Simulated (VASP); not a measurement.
Runs of VASP 6.6.1 on SnO. The structure is that of space group P4/nmm (No. 129), or close to it. The cells are those of the table. 

```tsv
potentials or basis	cell	cutoff (eV)	gap on the mesh (eV)	pressure (GPa)	largest force (eV/Å)
VASP PAW LDA potentials, release 64 (Sn_d, O_h)	a = 3.503, b = 3.503, c = 5.214 Å, 4 atoms	1340	none	6.8	0.87
VASP PAW LDA potentials, release 64 (Sn_d, O)	a = 3.679, b = 3.679, c = 5.028 Å, 4 atoms	520	none	-1.4	0.93
VASP PAW LDA potentials, release 64 (Sn_d, O)	a = 3.679, b = 3.679, c = 5.214 Å, 4 atoms	520	none	-4.4	1.76
VASP PAW LDA potentials, release 64 (Sn_d, O)	a = 3.767, b = 3.767, c = 4.841 Å, 4 atoms	520	none	-3.0	0.62
VASP PAW LDA potentials, release 64 (Sn_d, O)	a = 3.591, b = 3.591, c = 5.028 Å, 4 atoms	520	none	(a)	0.40
VASP PAW LDA potentials, release 64 (Sn_d, O)	a = 3.679, b = 3.679, c = 4.841 Å, 4 atoms	520	none	(b)	0.08
VASP PAW LDA potentials, release 64 (Sn_d, O)	a = 3.855, b = 3.855, c = 4.655 Å, 4 atoms	520	(c)	-4.4	0.39
VASP PAW LDA potentials, release 64 (Sn_d, O)	a = 3.767, b = 3.767, c = 5.028 Å, 4 atoms	520	none	-5.9	1.37
VASP PAW LDA potentials, release 64 (Sn_d, O)	a = 3.591, b = 3.591, c = 5.214 Å, 4 atoms	520	none	0.5	1.35
```

Alike in all rows: task single point; level LDA; no spin polarisation; k mesh 10 × 10 × 8; smearing gaussian 0.15 eV.

Problem. Estimate the missing entries.

Solution. (a) 4.3; (b) 2.2; (c) 0.07.

Caveats: spin-orbit coupling is left out, which moves the levels of the heavy elements; semilocal functionals underestimate gaps, and a narrow one can read as zero (at least some runs); forces of over 1 eV/Å act on the atoms, so gaps and moduli don't describe the material at rest (at least some runs); the cell stands under tension (at least some runs); the stress differs along the axes, from -7 to 14 GPa (at least some runs); the stress differs along the axes, from -7 to 1 GPa (at least some runs); the stress differs along the axes, from -12 to -1 GPa (at least some runs).

A k mesh can miss the band edges, and the runs leave out spin-orbit coupling on Sn.

A gap of «none» marks levels without a gap at the run's occupations.
